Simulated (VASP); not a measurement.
Here is a VASP 6.6.1 calculation.

File INCAR:

```
SYSTEM = MnH7
ALGO     = Normal         ! electronic algorithm
EDIFF    = 1E-6           ! SCF threshold, eV
ENCUT    = 520            ! plane-wave cutoff, eV
GGA      = PE             ! functional
ISIF     = 2              ! what is computed and relaxed
ISMEAR   = 0              ! smearing method
ISPIN    = 2              ! spin polarisation
LASPH    = .True.         ! aspherical terms in the spheres
LCHARG   = .False.        ! write CHGCAR
LMAXMIX  = 4              ! l up to which the mixer works
LORBIT   = 11             ! projections on sites
LREAL    = .False.        ! projectors in reciprocal space
LWAVE    = .False.        ! write WAVECAR
MAGMOM   = 4 0 0 0 0 0 0 0 ! initial moments
NBANDS   = 24             ! bands
NELM     = 150            ! most SCF steps
PREC     = Accurate       ! precision mode
SIGMA    = 0.1            ! smearing width, eV
```

KPOINTS

```
k-points
0
Gamma
  6 6 6
  0 0 0
```

POSCAR

```
MnH7
1.0
   -2.0235758192      2.0235758192      2.0235758192
    2.0235758192     -2.0235758192      2.0235758192
    2.0235758192      2.0235758192     -2.0235758192
Mn H
1 7
Direct
    0.0000000000      0.0000000000      0.0000000000
    0.0000000000      0.5000000000      0.5000000000
    0.5000000000      0.5000000000      0.0000000000
    0.5000000000      0.0000000000      0.5000000000
    0.0000000000      0.0000000000      0.5000000000
    0.0000000000      0.5000000000      0.0000000000
    0.5000000000      0.0000000000      0.0000000000
    0.5000000000      0.5000000000      0.5000000000
```

Potentials or basis: VASP PAW PBE potentials, release 64 (Mn_pv, H).

Run with:

```sh
$ cat potpaw_PBE.64/Mn_pv/POTCAR potpaw_PBE.64/H/POTCAR > POTCAR
$ mpirun -np 1 vasp_std > vasp.out
```

Q: Predict the pressure.

A: -0.6 GPa.

Q: What does it give for the site moments?

A: Mn +1.81; H +0.00, -0.03 (each value once) μB.

Q: Predict the net moment.

A: 1.72 μB per cell.

Caveat: the k points lie up to 0.37 Å⁻¹ apart.
